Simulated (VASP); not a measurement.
# Si (P1) in VASP: single point with PBE

Aim: the single point of Si with PBE.

Program: VASP 6.6.1. These are calculated values, not measurements. Logs are shortened: lines on timing, memory, paths and dates and some standing lists are left out, and cuts for length are marked.

## 1. The cell of the first run

The typed cell holds 8 atoms: a = 5.431 Å, b = 5.431 Å, c = 5.431 Å, α = 90.00°, β = 90.00°, γ = 90.00°.

## 2. Single point, PBE

Input file INCAR:

```
SYSTEM = Si
PREC = Accurate
ENCUT = 500
EDIFF = 1E-6
ISMEAR = 0
SIGMA = 0.01
LREAL = .False.
LASPH = .True.
NELM = 120
ALGO = Normal
ISIF = 2
LWAVE = .False.
LCHARG = .False.
GGA = PE
NBANDS = 26
ISYM = 0
GGA_COMPAT = .False.
```

Input file KPOINTS:

```
Automatic mesh
0
Gamma
  1 1 1
  0.5 0.5 0.5
```

Input file POSCAR:

```
Si
1.0
    5.4310000000      0.0000000000      0.0000000000
    0.0000000000      5.4310000000      0.0000000000
    0.0000000000      0.0000000000      5.4310000000
Si
8
Direct
    0.0103111800      0.0061867100      0.0046400300
    0.2500000000      0.2500000000      0.2500000000
    0.0000000000      0.5000000000      0.5000000000
    0.2500000000      0.7500000000      0.7500000000
    0.5000000000      0.0000000000      0.5000000000
    0.7500000000      0.2500000000      0.7500000000
    0.5000000000      0.5000000000      0.0000000000
    0.7500000000      0.7500000000      0.2500000000
```

Potentials or basis: VASP PAW PBE potentials, release 64 (Si).

Launch:

```sh
cat potpaw_PBE.64/Si/POTCAR > POTCAR
mpirun -np 1 vasp_std > vasp.out
```

OUTCAR:

```text
SYSTEM = Si
   PREC = Accurate
   ENCUT = 500
   EDIFF = 1E-6
   ISMEAR = 0
   LREAL = .False.
   LASPH = .True.
   NELM = 120
   ISIF = 2
   GGA = PE
   ISYM = 0

 ion  position               nearest neighbor table
   1  0.010  0.006  0.005-   2 2.29   4 2.35   6 2.38   8 2.39
   2  0.250  0.250  0.250-   1 2.29   3 2.35   5 2.35   7 2.35
   3  0.000  0.500  0.500-   2 2.35   4 2.35   6 2.35   8 2.35
   4  0.250  0.750  0.750-   3 2.35   5 2.35   7 2.35   1 2.35
   5  0.500  0.000  0.500-   2 2.35   4 2.35   6 2.35   8 2.35
   6  0.750  0.250  0.750-   3 2.35   5 2.35   7 2.35   1 2.38
   7  0.500  0.500  0.000-   2 2.35   4 2.35   6 2.35   8 2.35
   8  0.750  0.750  0.250-   3 2.35   5 2.35   7 2.35   1 2.39

IMPORTANT INFORMATION: All symmetrisations will be switched off!
NOSYMM: (Re-)initialisation of all symmetry stuff for point group C_1.

----------------------------------------------------------------------------------------

                                     Primitive cell

  volume of cell :     160.1915

  direct lattice vectors                    reciprocal lattice vectors
     5.431000000  0.000000000  0.000000000     0.184128153  0.000000000  0.000000000
     0.000000000  5.431000000  0.000000000     0.000000000  0.184128153  0.000000000
     0.000000000  0.000000000  5.431000000     0.000000000  0.000000000  0.184128153

  length of vectors
     5.431000000  5.431000000  5.431000000     0.184128153  0.184128153  0.184128153

  position of ions in fractional coordinates (direct lattice)
     0.010311180  0.006186710  0.004640030
     0.250000000  0.250000000  0.250000000
     0.000000000  0.500000000  0.500000000
     0.250000000  0.750000000  0.750000000
     0.500000000  0.000000000  0.500000000
     0.750000000  0.250000000  0.750000000
     0.500000000  0.500000000  0.000000000
     0.750000000  0.750000000  0.250000000

  ion indices of the primitive-cell ions
   primitive index   ion index
                 1           1
                 2           2
                 3           3
                 4           4
                 5           5
                 6           6
                 7           7
                 8           8

----------------------------------------------------------------------------------------

 KPOINTS: Automatic mesh

Automatic generation of k-mesh.
 Grid dimensions read from file:
 generate k-points for:    1    1    1

 Generating k-lattice:

  Cartesian coordinates                     Fractional coordinates (reciprocal lattice)
     0.184128153  0.000000000  0.000000000     1.000000000  0.000000000  0.000000000
     0.000000000  0.184128153  0.000000000     0.000000000  1.000000000  0.000000000
     0.000000000  0.000000000  0.184128153     0.000000000  0.000000000  1.000000000

  Length of vectors
     0.184128153  0.184128153  0.184128153

  Shift w.r.t. Gamma in fractional coordinates (k-lattice)
     0.500000000  0.500000000  0.500000000

 Subroutine IBZKPT returns following result:
 ===========================================

 Found      1 irreducible k-points:

 Following reciprocal coordinates:
            Coordinates               Weight
  0.500000  0.500000  0.500000      1.000000
   k-points           NKPTS =      1   k-points in BZ     NKDIM =      1   number of bands    NBANDS=     26
   number of dos      NEDOS =    301   number of ions     NIONS =      8
   total plane-waves  NPLWV =  64000
   dimension x,y,z NGX =    40 NGY =   40 NGZ =   40
   dimension x,y,z NGXF=    80 NGYF=   80 NGZF=   80
   ions per type =               8
   NGX,Y,Z   is equivalent  to a cutoff of  12.24, 12.24, 12.24 a.u.
   NGXF,Y,Z  is equivalent  to a cutoff of  24.49, 24.49, 24.49 a.u.
 SYSTEM =  Si
   PREC   = accura    normal or accurate (medium, high low for compatibility)
   ISTART =      0    job   : 0-new  1-cont  2-samecut
   ICHARG =      2    charge: 1-file 2-atom 10-const
   ISPIN  =      1    spin polarized calculation?
   LNONCOLLINEAR =      F non collinear calculations
   LSORBIT =      F    spin-orbit coupling
   LASPH  =      T    aspherical Exc in radial PAW
   ENCUT  =  500.0 eV  36.75 Ry    6.06 a.u.   9.90  9.90  9.90*2*pi/ulx,y,z
   NELM   =    120;   NELMIN=  2; NELMDL= -5     # of ELM steps
   EDIFF  = 0.1E-05   stopping-criterion for ELM
   LREAL  =      F    real-space projection
   EDIFFG = 0.1E-04   stopping-criterion for IOM
   NSW    =      0    number of steps for IOM
   IBRION =     -1    ionic relax: 0-MD 1-quasi-New 2-CG
   NFREE  =      0    steps in history (QN), initial steepest desc. (CG)
   ISIF   =      2    stress and relaxation
   ISYM   =      0    0-nonsym 1-usesym 2-fastsym
   POTIM  = 0.5000    time-step for ionic-motion
   TEBEG  =    0.0;   TEEND  =   0.0 temperature during run
   PSTRESS=    0.0 pullay stress
   NELECT =      32.0000    total number of electrons
   NUPDOWN=      -1.0000    fix difference up-down
   EMIN   =  10.00;   EMAX   =-10.00  energy-range for DOS
   EFERMI =   0.00;   METHOD = LEGACY
   ISMEAR =     0;   SIGMA  =   0.01  broadening in eV -4-tet -1-fermi 0-gaus
   EFERMI_NEDOS =   21; number of points for ismear=-14 and -15
   IALGO  =     38    algorithm
   IMIX   =      4    mixing-type and parameters
     AMIX     =   0.40;   BMIX     =  1.00
     AMIX_MAG =   1.60;   BMIX_MAG =  1.00
  volume/ion in A,a.u.               =      20.02       135.13
  Fermi-wavevector in a.u.,A,eV,Ry     =   0.956999  1.808467 12.460868  0.915848
  Thomas-Fermi vector in A             =   2.085978
   LORBIT       =      0    0 simple, 1 ext, 2 COOP (PROOUT), +10 PAW based schemes
   GGA     = PE    functional components
   LHFCALC =     F    Hartree Fock is set to
   AEXX    =    0.0000 exact exchange contribution
   IVDW    =     0    specifies the selected vdW correction
   LEPSILON=     F    determine dielectric tensor
   LRPA    =     F    only Hartree local field effects (RPA)
 non-spin polarized calculation
 Gauss-broadening in eV      SIGMA  =   0.01
  energy-cutoff  :      500.00
  volume of cell :      160.19
 maximum number of plane-waves:      4032
 NGX is ok and might be reduce to    40
   NGX = 19   NGY = 19   NGZ = 19

 number of electron      32.0000003 magnetization

 Free energy of the ion-electron system (eV)
  ---------------------------------------------------
  ext. energy  EPLUGINS =         0.00000000
  ---------------------------------------------------
  free energy    TOTEN  =       -33.15483995 eV

  energy without entropy =      -33.15483995  energy(sigma->0) =      -33.15483995

 E-fermi :   5.0592     XC(G=0):  -9.2494

 val. band max:        4.9973111658   @ k =   0.5000   0.5000   0.5000
 cond. band min:       7.5766842234   @ k =   0.5000   0.5000   0.5000
 fundamental gap:      2.5793730576
 Fermi energy:         5.0592020925

 k-point     1 :       0.5000    0.5000    0.5000
  band No.  band energies     occupation
      1      -3.6401      2.00000
      2      -3.5556      2.00000
      3      -3.5395      2.00000
      4      -3.4997      2.00000
      5      -1.0082      2.00000
      6      -0.9298      2.00000
      7      -0.9199      2.00000
      8      -0.8615      2.00000
      9       4.7280      2.00000
     10       4.8584      2.00000
     11       4.8636      2.00000
     12       4.8651      2.00000
     13       4.8802      2.00000
     14       4.8941      2.00000
     15       4.9464      2.00000
     16       4.9973      2.00000
     17       7.5767      0.00000
     18       7.5822      0.00000
     19       7.5889      0.00000
     20       7.6123      0.00000
     21       9.2062      0.00000
     22       9.2101      0.00000
     23       9.3137      0.00000
     24       9.3205      0.00000
     25       9.3228      0.00000
     26       9.3520      0.00000

------------------------ aborting loop because EDIFF is reached ----------------------------------------

  FORCE on cell =-STRESS in cart. coord.  units (eV):
  Direction    XX          YY          ZZ          XY          YZ          ZX
  --------------------------------------------------------------------------------------
  -------------------------------------------------------------------------------------
  Total        8.6764264      8.7027660      8.7092927      0.3251601      0.6396054      0.4067047
  in kB       86.7784844     87.0419241     87.1072017      3.2521342      6.3971020      4.0677132
  external PRESSURE =      86.9758701 kB  Pullay stress =       0.0000000 kB

 VOLUME and BASIS-vectors are now :
 -----------------------------------------------------------------------------
  energy-cutoff  :      500.00
  volume of cell :      160.19
      direct lattice vectors                 reciprocal lattice vectors
     5.431000000  0.000000000  0.000000000     0.184128153  0.000000000  0.000000000
     0.000000000  5.431000000  0.000000000     0.000000000  0.184128153  0.000000000
     0.000000000  0.000000000  5.431000000     0.000000000  0.000000000  0.184128153

 POSITION                                       TOTAL-FORCE (eV/Angst)
 -----------------------------------------------------------------------------------
      0.05600      0.03360      0.02520        -0.839302     -0.533667     -0.426371
      1.35775      1.35775      1.35775         0.369999      0.313577      0.292691
      0.00000      2.71550      2.71550        -0.197003      0.013557      0.008976
      1.35775      4.07325      4.07325         0.146261      0.101289      0.078768
      2.71550      0.00000      2.71550         0.024599     -0.118101      0.008889
      4.07325      1.35775      4.07325         0.225373      0.026689      0.140524
      2.71550      2.71550      0.00000         0.024550      0.013403     -0.088381
      4.07325      4.07325      1.35775         0.245524      0.183253     -0.015097
 -----------------------------------------------------------------------------------
    total drift:                               -0.000064     -0.000004      0.000014

  FREE ENERGIE OF THE ION-ELECTRON SYSTEM (eV)
  ---------------------------------------------------
  free  energy   TOTEN  =       -33.1548399527 eV

  energy  without entropy=      -33.1548399527  energy(sigma->0) =      -33.15483995
```

Run time: 15 s. Hardware: 1 thread of Intel Xeon 8259CL, shared host; peak memory 0.22 GiB.

Results:

| Item | Value |
| --- | --- |
| Free energy | -33.1548 eV |
| Pressure | 8.7 GPa |
| Largest force | 1.082 eV/Å |
| Band gap on the k mesh | 2.58 eV |

Forces on the atoms (eV/Å):
```
Si  -0.839 -0.534 -0.426
Si   0.370  0.314  0.293
Si  -0.197  0.014  0.009
Si   0.146  0.101  0.079
Si   0.025 -0.118  0.009
Si   0.225  0.027  0.141
Si   0.025  0.013 -0.088
Si   0.246  0.183 -0.015
```

Caveat: the k points lie up to 1.16 Å⁻¹ apart; forces of over 1 eV/Å act on the atoms, so gaps and moduli don't describe the material at rest. As with any semilocal functional, this PBE gap is likely too small.
